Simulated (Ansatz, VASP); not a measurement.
## One calculation of SiO2, two programs

```
Si O
1.0
     0.00000    2.26417    2.19624
     2.26417    0.00000    2.19624
     2.26417    2.26417    0.00000
Si O
1 2
Cartesian
  0.0000 0.0000 0.0000
  1.1321 1.1321 1.0981
  3.3963 3.3963 3.2944
```

Change from the starting cell: uniaxial_z strain -3.0%.

Alike in both runs: task single point; functional PBE; k mesh 10 × 10 × 10; occupations fermi-dirac, width 0.02 eV; no spin polarisation.

|  | VASP | Ansatz |
| --- | --- | --- |
| version | VASP 6.6.1 | Ansatz 0.2.0 |
| potentials or method | VASP PAW PBE potentials, release 64 (Si, O) | plane waves, PAW |
| plane-wave cutoff (eV) | 520 | 420 |
| valence electrons in the cell | 16 | 16 |

Ansatz gave:

| Quantity | Value |
| --- | --- |
| gap on the k mesh at the Fermi level (eV) | 1.44 |
| pressure (GPa) | 20.4 |
| traceless stress, the component that is largest in VASP (GPa) | 23.42 |

**Question.** Which values does VASP return?

**Answer.** gap on the k mesh at the Fermi level (eV): 1.41; pressure (GPa): 20.7; traceless stress, the component that is largest in VASP (GPa): 23.39.
